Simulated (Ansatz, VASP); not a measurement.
**Two plane-wave programs on MgB2**

The input INCAR:

```
PREC = Accurate
ENCUT = 600
EDIFF = 1E-6
ISMEAR = -1
SIGMA = 0.05
LREAL = False
LASPH = True
NELM = 100
ALGO = Normal
ISIF = 3
LWAVE = False
LCHARG = False
GGA = PE
IVDW = 13
IBRION = 2
NSW = 60
EDIFFG = -0.01
```

The input KPOINTS:

```
regular mesh
0
Gamma
  10 10 8
```

The input POSCAR:

```
MgB2
1.0
    3.0850000000      0.0000000000      0.0000000000
   -1.5425000000      2.6716883707      0.0000000000
    0.0000000000      0.0000000000      3.5230000000
Mg B
1 2
Direct
    0.0000000000      0.0000000000      0.0000000000
    0.6666666667      0.3333333333      0.5000000000
    0.3333333333      0.6666666667      0.5000000000
```

Contents of input.yaml:

```yaml
crystal:
  lattice:
    - [3.085, 0.0, 0.0]
    - [-1.5425, 2.6716883707, 0.0]
    - [0.0, 0.0, 3.523]
  atoms:
    - { symbol: Mg, position: [0.0, 0.0, 0.0] }
    - { symbol: B, position: [0.6666666667, 0.3333333333, 0.5] }
    - { symbol: B, position: [0.3333333333, 0.6666666667, 0.5] }
hamiltonian:
  xc: pbe
  pseudopotentials: { kind: paw }
  dispersion: d4
kpoints:
  mp_grid: { grid: [10, 10, 8] }
scf:
  occupations: { method: fermi_dirac, width: 0.05 }
output:
  forces: true
  stress: true
  write_density: true
  write_potential: true
  elf: true
  volumetric_format: npy
relax:
  f_tol: 0.01
  max_steps: 40
  cell: { stress_tol: 0.05 }
```

Alike in both runs: task relaxation of cell and atoms; functional PBE; dispersion D4; k mesh 10 × 10 × 8; occupations fermi-dirac, width 0.05 eV; no spin polarisation.

```csv
,VASP,Ansatz
version,VASP 6.6.1,Ansatz 0.2.0
potentials or method,"VASP PAW PBE potentials, release 64 (Mg, B)",Ansatz PAW
plane-wave cutoff (eV),600,420
valence electrons in the cell,8,16
```

|  | VASP | Ansatz | Ansatz less VASP |
| --- | --- | --- | --- |
| gap on the k mesh at the Fermi level, each at its own relaxed structure (eV) | none | none | - |
| relaxed volume (Å³/atom) | 9.32 | 9.34 | +0.021 |
| relaxed cell length with the largest relative difference (Å) | 3.448 | 3.453 | +0.0051 |

A gap of «none» marks a metal or a gap that the smearing closes. VASP's potentials hold 8 valence electrons a cell and Ansatz's 16, so a difference there can come from the potentials and not from the codes.

Noted on Ansatz's run: the plane-wave basis is chosen anew once the cell has moved, so the energies of steps on either side of that aren't comparable.
